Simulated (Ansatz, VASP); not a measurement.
# Two plane-wave programs on CsBe3Ag

```
Cs Be Ag
1.0
    -0.00081    4.71983    0.00084
    -0.00081    0.00087    4.71772
     9.44267   -0.00158   -0.00142
Cs Be Ag
2 6 2
Direct
  0.49925 0.49909 0.25024
  0.49941 0.49908 0.75026
  0.99936 0.99918 0.24963
  0.99954 0.99936 0.74958
  0.99957 0.50412 0.00016
  0.99964 0.49871 0.50024
  0.50095 0.99985 0.00030
  0.50102 0.99889 0.50008
  0.00059 0.00295 0.99975
  0.00065 0.99877 0.49975
```

Change from the starting cell: cell x2, atoms moved at random (sigma 0.15 Å) and cell strained at random (1.5 %), then relaxed without symmetry.

Alike in both runs: functional PBE; k mesh 6 × 6 × 4; occupations gaussian, width 0.2 eV; no spin polarisation.

Ansatz relaxed the structure, and its values are those at the end. VASP's run is a single point on that final structure, the one shown.

|  | VASP | Ansatz |
| --- | --- | --- |
| version | VASP 6.6.1 | Ansatz 0.2.0 |
| potentials or method | VASP PAW PBE potentials, release 64 (Cs_sv, Be, Ag), cutoff 520 eV | scalar-relativistic, plane waves, PAW |
| valence electrons in the cell | 52 | 68 |

|  | VASP | Ansatz | Ansatz less VASP |
| --- | --- | --- | --- |
| gap on the k mesh at the Fermi level (eV) | none | none | - |
| pressure (GPa) | 0.1 | 0.0 | -0.06 |

A gap of «none» marks a metal or a gap that the smearing closes. VASP's potentials hold 52 valence electrons a cell and Ansatz's 68, so a difference there can come from the potentials and not from the codes.

Spin-orbit coupling is off throughout.
